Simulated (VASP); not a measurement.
# AlN (P6_3/mmc) in VASP: settings compared

The runs below take AlN through single point, with PBEsol, r2SCAN.

Everything below comes from runs of VASP 6.6.1. Logs are shortened: lines on timing, memory, paths and dates and some standing lists are left out, and cuts for length are marked.

## 1. The cell of the first run

The structure is hexagonal, space group P6_3/mmc (No. 194). Conventional cell: a = 3.377 Å, b = 3.377 Å, c = 4.270 Å, α = 90.00°, β = 90.00°, γ = 120.00°. Within 2.6 Å of Al (site symmetry -6m2) lie 5 N at 1.95 to 2.13 Å. Within 2.6 Å of N (site symmetry -6m2) lie 5 Al at 1.95 to 2.13 Å.

## 2. Single point, PBEsol (volume scaled by 1.06)

The input, INCAR:

```
SYSTEM = AlN
PREC = Accurate
ENCUT = 520
EDIFF = 1E-7
ISMEAR = -1
SIGMA = 0.05
LREAL = .False.
LASPH = .True.
NELM = 80
ALGO = Normal
ISIF = 2
LWAVE = .False.
LCHARG = .True.
GGA = PS
LELF = .True.
LVHAR = .True.
NBANDS = 16
```

The input, KPOINTS:

```
regular mesh
0
Gamma
  9 9 7
  0 0 0
```

The input, POSCAR:

```
AlN
1.0
    3.3770756797      0.0000000000      0.0000000000
   -1.6885378398      2.9246333291      0.0000000000
    0.0000000000      0.0000000000      4.2696929295
Al N
2 2
Direct
    0.6666666667      0.3333333333      0.2500000000
    0.3333333333      0.6666666667      0.7500000000
    0.6666666667      0.3333333333      0.7500000000
    0.3333333333      0.6666666667      0.2500000000
```

Potentials or basis: VASP PAW PBE potentials, release 64 (Al, N).

The run is started by

```sh
$ cat potpaw_PBE.64/Al/POTCAR potpaw_PBE.64/N/POTCAR > POTCAR
$ mpirun -np 1 vasp_std > vasp.out
```

OUTCAR:

```text
SYSTEM = AlN
   PREC = Accurate
   ENCUT = 520
   EDIFF = 1E-7
   ISMEAR = -1
   LREAL = .False.
   LASPH = .True.
   NELM = 80
   ISIF = 2
   GGA = PS

 ion  position               nearest neighbor table
   1  0.667  0.333  0.250-   4 1.95   4 1.95   4 1.95   3 2.13   3 2.13   2 2.89   2 2.89   2 2.89
                             2 2.89   2 2.89   2 2.89
   2  0.333  0.667  0.750-   3 1.95   3 1.95   3 1.95   4 2.13   4 2.13   1 2.89   1 2.89   1 2.89
                             1 2.89   1 2.89   1 2.89
   3  0.667  0.333  0.750-   2 1.95   2 1.95   2 1.95   1 2.13   1 2.13
   4  0.333  0.667  0.250-   1 1.95   1 1.95   1 1.95   2 2.13   2 2.13

  LATTYP: Found a hexagonal cell.
 ALAT       =     3.3770756797
 C/A-ratio  =     1.2643166261

  Lattice vectors:

 A1 = (   3.3770756797,   0.0000000000,   0.0000000000)
 A2 = (  -1.6885378398,   2.9246333291,   0.0000000000)
 A3 = (   0.0000000000,   0.0000000000,   4.2696929295)

Analysis of symmetry for initial positions (statically):
=====================================================================
 Subroutine PRICEL returns:
 Original cell was already a primitive cell.

 Routine SETGRP: Setting up the symmetry group for a
 hexagonal supercell.

 Subroutine GETGRP returns: Found 24 space group operations
 (whereof 12 operations were pure point group operations)
 out of a pool of 24 trial point group operations.

The static configuration has the point symmetry D_3d.
 The point group associated with its full space group is D_6h.

Analysis of symmetry for dynamics (positions and initial velocities):
=====================================================================
 Subroutine PRICEL returns:
 Original cell was already a primitive cell.

 Routine SETGRP: Setting up the symmetry group for a
 hexagonal supercell.

 Subroutine GETGRP returns: Found 24 space group operations
 (whereof 12 operations were pure point group operations)
 out of a pool of 24 trial point group operations.

The dynamic configuration has the point symmetry D_3d.
 The point group associated with its full space group is D_6h.

 Subroutine INISYM returns: Found 24 space group operations
 (whereof 12 operations are pure point group operations),
 and found     1 'primitive' translations

----------------------------------------------------------------------------------------

                                     Primitive cell

  volume of cell :      42.1705

  direct lattice vectors                    reciprocal lattice vectors
     3.377075680  0.000000000  0.000000000     0.296114181  0.170961602  0.000000000
    -1.688537840  2.924633329  0.000000000     0.000000000  0.341923205  0.000000000
     0.000000000  0.000000000  4.269692929     0.000000000  0.000000000  0.234208880

  length of vectors
     3.377075680  3.377075680  4.269692929     0.341923205  0.341923205  0.234208880

  position of ions in fractional coordinates (direct lattice)
     0.666666667  0.333333333  0.250000000
     0.333333333  0.666666667  0.750000000
     0.666666667  0.333333333  0.750000000
     0.333333333  0.666666667  0.250000000

  ion indices of the primitive-cell ions
   primitive index   ion index
                 1           1
                 2           2
                 3           3
                 4           4

----------------------------------------------------------------------------------------

 KPOINTS: regular mesh

Automatic generation of k-mesh.
 Grid dimensions read from file:
 generate k-points for:    9    9    7

 Generating k-lattice:

  Cartesian coordinates                     Fractional coordinates (reciprocal lattice)
     0.032901576  0.018995734  0.000000000     0.111111111  0.000000000  0.000000000
     0.000000000  0.037991467  0.000000000     0.000000000  0.111111111  0.000000000
     0.000000000  0.000000000  0.033458411     0.000000000  0.000000000  0.142857143

  Length of vectors
     0.037991467  0.037991467  0.033458411

  Shift w.r.t. Gamma in fractional coordinates (k-lattice)
     0.000000000  0.000000000  0.000000000

 Subroutine IBZKPT returns following result:
 ===========================================

 Found     48 irreducible k-points:

 Following reciprocal coordinates:
            Coordinates               Weight
  0.000000  0.000000  0.000000      1.000000
  0.111111  0.000000  0.000000      6.000000
  0.222222  0.000000  0.000000      6.000000
  0.333333  0.000000  0.000000      6.000000
  0.444444  0.000000  0.000000      6.000000
  0.111111  0.111111  0.000000      6.000000
[... 16 lines left out ...]
  0.333333  0.222222  0.142857     24.000000
  0.333333  0.333333  0.142857      4.000000
 [... further k-points ...]
   k-points           NKPTS =     48   k-points in BZ     NKDIM =     48   number of bands    NBANDS=     16
   number of dos      NEDOS =    301   number of ions     NIONS =      4
   total plane-waves  NPLWV =  25088
   dimension x,y,z NGX =    28 NGY =   28 NGZ =   32
   dimension x,y,z NGXF=    56 NGYF=   56 NGZF=   64
   ions per type =               2   2
   NGX,Y,Z   is equivalent  to a cutoff of  13.78, 13.78, 12.46 a.u.
   NGXF,Y,Z  is equivalent  to a cutoff of  27.57, 27.57, 24.92 a.u.
 SYSTEM =  AlN
   PREC   = accura    normal or accurate (medium, high low for compatibility)
   ISTART =      0    job   : 0-new  1-cont  2-samecut
   ICHARG =      2    charge: 1-file 2-atom 10-const
   ISPIN  =      1    spin polarized calculation?
   LNONCOLLINEAR =      F non collinear calculations
   LSORBIT =      F    spin-orbit coupling
   LASPH  =      T    aspherical Exc in radial PAW
   ENCUT  =  520.0 eV  38.22 Ry    6.18 a.u.   6.28  6.28  7.94*2*pi/ulx,y,z
   NELM   =     80;   NELMIN=  2; NELMDL= -5     # of ELM steps
   EDIFF  = 0.1E-06   stopping-criterion for ELM
   LREAL  =      F    real-space projection
   EDIFFG = 0.1E-05   stopping-criterion for IOM
   NSW    =      0    number of steps for IOM
   IBRION =     -1    ionic relax: 0-MD 1-quasi-New 2-CG
   NFREE  =      0    steps in history (QN), initial steepest desc. (CG)
   ISIF   =      2    stress and relaxation
   ISYM   =      2    0-nonsym 1-usesym 2-fastsym
   POTIM  = 0.5000    time-step for ionic-motion
   TEBEG  =    0.0;   TEEND  =   0.0 temperature during run
   PSTRESS=    0.0 pullay stress
   NELECT =      16.0000    total number of electrons
   NUPDOWN=      -1.0000    fix difference up-down
   EMIN   =  10.00;   EMAX   =-10.00  energy-range for DOS
   EFERMI =   0.00;   METHOD = LEGACY
   ISMEAR =    -1;   SIGMA  =   0.05  broadening in eV -4-tet -1-fermi 0-gaus
   EFERMI_NEDOS =   21; number of points for ismear=-14 and -15
   IALGO  =     38    algorithm
   IMIX   =      4    mixing-type and parameters
     AMIX     =   0.40;   BMIX     =  1.00
     AMIX_MAG =   1.60;   BMIX_MAG =  1.00
  volume/ion in A,a.u.               =      10.54        71.15
  Fermi-wavevector in a.u.,A,eV,Ry     =   1.185164  2.239636 19.110937  1.404614
  Thomas-Fermi vector in A             =   2.321364
   LORBIT       =      0    0 simple, 1 ext, 2 COOP (PROOUT), +10 PAW based schemes
   GGA     = PS    functional components
   LHFCALC =     F    Hartree Fock is set to
   AEXX    =    0.0000 exact exchange contribution
   IVDW    =     0    specifies the selected vdW correction
   LEPSILON=     F    determine dielectric tensor
   LRPA    =     F    only Hartree local field effects (RPA)
 non-spin polarized calculation
  energy-cutoff  :      520.00
  volume of cell :       42.17
 maximum number of plane-waves:      1150
 NGX is ok and might be reduce to    28
   NGX = 13   NGY = 13   NGZ = 15

 number of electron      15.9999998 magnetization

 Free energy of the ion-electron system (eV)
  ---------------------------------------------------
  ext. energy  EPLUGINS =         0.00000000
  ---------------------------------------------------
  free energy    TOTEN  =       -30.80458765 eV

  energy without entropy =      -30.80458765  energy(sigma->0) =      -30.80458765

 E-fermi :   8.1386     XC(G=0): -11.0970

 val. band max:        7.2179879240   @ k =   0.0000   0.0000   0.0000
 cond. band min:       9.9741491256   @ k =   0.0000   0.0000   0.0000
 fundamental gap:      2.7561612016
 Fermi energy:         8.1386366009

 k-point     1 :       0.0000    0.0000    0.0000
  band No.  band energies     occupation
      1      -9.0996      2.00000
      2      -5.7092      2.00000
      3       0.6502      2.00000
      4       4.1004      2.00000
      5       4.1004      2.00000
      6       5.7099      2.00000
[... 8 lines left out ...]
     15      18.4243      0.00000
     16      18.8411      0.00000

 k-point     2 :       0.1111    0.0000    0.0000
  band No.  band energies     occupation
      1      -8.9671      2.00000
      2      -5.7056      2.00000
      3       0.7960      2.00000
      4       3.6019      2.00000
      5       3.9090      2.00000
      6       5.1938      2.00000
[... 8 lines left out ...]
     15      18.2277      0.00000
     16      18.2805      0.00000

 k-point     3 :       0.2222    0.0000    0.0000
  band No.  band energies     occupation
      1      -8.5878      2.00000
      2      -5.7355      2.00000
      3       1.2209      2.00000
      4       2.5379      2.00000
      5       3.5164      2.00000
      6       4.2812      2.00000
[... 8 lines left out ...]
     15      17.3520      0.00000
     16      19.0472      0.00000

 k-point     4 :       0.3333    0.0000    0.0000
  band No.  band energies     occupation
      1      -8.0278      2.00000
      2      -5.8971      2.00000
      3       1.5643      2.00000
      4       1.8737      2.00000
      5       3.1588      2.00000
      6       3.5018      2.00000
[... 8 lines left out ...]
     15      18.0652      0.00000
     16      19.4069      0.00000
[... 324 lines left out ...]
 k-point    22 :       0.2222    0.2222    0.1429
  band No.  band energies     occupation
      1      -7.6319      2.00000
      2      -6.0829      2.00000
      3       1.3221      2.00000
      4       1.5616      2.00000
      5       3.2141      2.00000
      6       3.4146      2.00000
[... 8 lines left out ...]
     15      18.5699      0.00000
     16      19.6534      0.00000

 k-point    23 :       0.3333    0.2222    0.1429
  band No.  band energies     occupation
      1      -7.1158      2.00000
      2      -6.3504      2.00000
      3       0.9651      2.00000
      4       1.7530      2.00000
      5       2.4797      2.00000
      6       3.9220      2.00000
[... 8 lines left out ...]
     15      18.3838      0.00000
     16      19.7391      0.00000

 k-point    24 :       0.3333    0.3333    0.1429
  band No.  band energies     occupation
      1      -6.6862      2.00000
      2      -6.6862      2.00000
      3       0.9450      2.00000
      4       1.9803      2.00000
      5       1.9803      2.00000
      6       4.4444      2.00000
[... 8 lines left out ...]
     15      18.0086      0.00000
     16      19.4402      0.00000

 [... further k-points ...]

------------------------ aborting loop because EDIFF is reached ----------------------------------------

  FORCE on cell =-STRESS in cart. coord.  units (eV):
  Direction    XX          YY          ZZ          XY          YZ          ZX
  --------------------------------------------------------------------------------------
  -------------------------------------------------------------------------------------
  Total       -3.8069730     -3.8069730     -3.4422239     -0.0000000      0.0000000      0.0000000
  in kB     -144.6377023   -144.6377023   -130.7798527     -0.0000000      0.0000000      0.0000000
  external PRESSURE =    -140.0184191 kB  Pullay stress =       0.0000000 kB

 VOLUME and BASIS-vectors are now :
 -----------------------------------------------------------------------------
  energy-cutoff  :      520.00
  volume of cell :       42.17
      direct lattice vectors                 reciprocal lattice vectors
     3.377075680  0.000000000  0.000000000     0.296114181  0.170961602  0.000000000
    -1.688537840  2.924633329  0.000000000     0.000000000  0.341923205  0.000000000
     0.000000000  0.000000000  4.269692929     0.000000000  0.000000000  0.234208880

 POSITION                                       TOTAL-FORCE (eV/Angst)
 -----------------------------------------------------------------------------------
      1.68854      0.97488      1.06742        -0.000000     -0.000000      0.000000
     -0.00000      1.94976      3.20227         0.000000     -0.000000      0.000000
      1.68854      0.97488      3.20227         0.000000      0.000000      0.000000
     -0.00000      1.94976      1.06742        -0.000000     -0.000000      0.000000
 -----------------------------------------------------------------------------------
    total drift:                               -0.000000      0.000000     -0.000000

  FREE ENERGIE OF THE ION-ELECTRON SYSTEM (eV)
  ---------------------------------------------------
  free  energy   TOTEN  =       -30.8045876548 eV

  energy  without entropy=      -30.8045876547  energy(sigma->0) =      -30.80458765
```

It took 17 s on 1 thread of Intel Xeon Platinum 8488C (Sapphire Rapids), shared host; peak memory 0.17 GiB.

What came out:

- Free energy: -30.8046 eV
- Pressure: -14.0 GPa
- Band gap on the k mesh: 2.76 eV, direct

Caveat: the PAW data sets were made with another functional, which shifts forces and pressure a little.

(Continued in part 2 of 2.)
